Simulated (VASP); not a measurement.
AlRu: single point with PBEsol

AlRu:

```
CELL_PARAMETERS angstrom
2.84202 0.00000 0.00000
0.00000 2.84202 0.00000
0.00000 0.00000 2.91681
ATOMIC_POSITIONS crystal
Al 0.00000 0.00000 0.00000
Ru 0.50000 0.50000 0.50000
```

This cell differs from its parent crystal: strain -0.050 along x and y, -0.025 along z.

| Property | Result |
| --- | --- |
| Program | VASP 6.6.1 |
| Task | single point |
| Functional | PBEsol |
| Potentials or basis | VASP PAW PBE potentials, release 64 (Al, Ru_pv) |
| Cutoff | 520 eV |
| k mesh | 16 × 16 × 16 |
| Occupations | gaussian, width 0.15 eV |
| Spin | no spin polarisation |
| Dipole correction | no |
| Further INCAR settings | ALGO = Fast; EDIFF = 1e-06; NBANDS = 16 |

```yaml
Pressure: 31.9 GPa
```

Stress tensor (GPa, compression positive):
```
33.93  0.00  0.00
 0.00 33.93  0.00
 0.00  0.00 27.76
```

Levels at points of the mesh, in eV from the Fermi level:
```tsv
k point	band 5	band 6	band 7	band 8	band 9	band 10	band 11	band 12	band 13	band 14
(0.00, 0.00, 0.00)	-4.39	-4.37	0.15	0.15	0.34	6.13	6.99	6.99	11.65	11.80
(0.50, 0.00, 0.00)	-5.61	-3.38	-2.16	-1.81	0.49	2.95	7.27	11.18	11.88	14.20
(0.50, 0.50, 0.00)	-3.60	-1.65	-1.65	-1.35	-1.35	1.99	6.43	7.79	11.17	11.98
(0.00, 0.00, 0.50)	-5.92	-3.50	-1.79	-1.79	0.62	2.42	7.33	11.89	11.89	14.11
(0.50, 0.00, 0.50)	-3.72	-1.61	-1.42	-1.41	-1.31	1.77	6.05	7.58	11.85	11.98
(0.50, 0.50, 0.50)	-5.41	-5.41	1.85	2.09	3.38	4.27	4.49	4.49	9.69	9.69
```

Wall time 90 s on 1 thread of AMD EPYC 9R45 96-Core Processor (Zen 5), with other jobs on the host, peak memory 0.23 GiB.

Caveat: the cell differs from its parent crystal (strain -0.050 along x and y, -0.025 along z); the PAW data sets were made with another functional, which shifts forces and pressure a little.
